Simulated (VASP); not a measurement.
Wanted: the native input for a VASP 6.6.1 run.

```
Task                   : single point
Functional             : PBE
Potentials or basis    : VASP PAW PBE potentials, release 64 (K_sv, F)
Cutoff                 : 520 eV
k mesh                 : 8 × 8 × 8
Occupations            : fermi-dirac, width 0.02 eV
Spin                   : no spin polarisation
Dipole correction      : no
Further INCAR settings : ALGO = Normal; EDIFF = 1e-06; NBANDS = 15
```

The structure of KF (Carobbiite) lies in POSCAR:

```
KF
1.0
    0.0000000000      2.6589566750      2.6589566750
    2.6589566750      0.0000000000      2.6589566750
    2.6589566750      2.6589566750      0.0000000000
K F
1 1
Direct
    0.0000000000      0.0000000000      0.0000000000
    0.5000000000      0.5000000000      0.5000000000
```

The input as run:

INCAR

```
ALGO = Normal ; EDIFF = 1E-6
ENCUT = 520 ; GGA = PE
ISIF = 2 ; ISMEAR = -1
LASPH = True ; LCHARG = True
LELF = True ; LREAL = False
LVHAR = True ; LWAVE = False
NBANDS = 15 ; NELM = 80
PREC = Accurate ; SIGMA = 0.02
```

KPOINTS

```
k-points
0
Gamma
  8 8 8
```

Potentials or basis: VASP PAW PBE potentials, release 64 (K_sv, F).

Launch:

```console
$ cat potpaw_PBE.64/K_sv/POTCAR potpaw_PBE.64/F/POTCAR > POTCAR
$ mpirun -np 1 vasp_std > vasp.out
```

It gave:

| Item | Value |
| --- | --- |
| Pressure | 2.0 GPa |
| Band gap on the k mesh | 6.24 eV, direct |

Wall time 16 s on 1 thread of Intel(R) Xeon(R) Platinum 8488C (Sapphire Rapids) (shared host), peak memory 0.16 GiB.
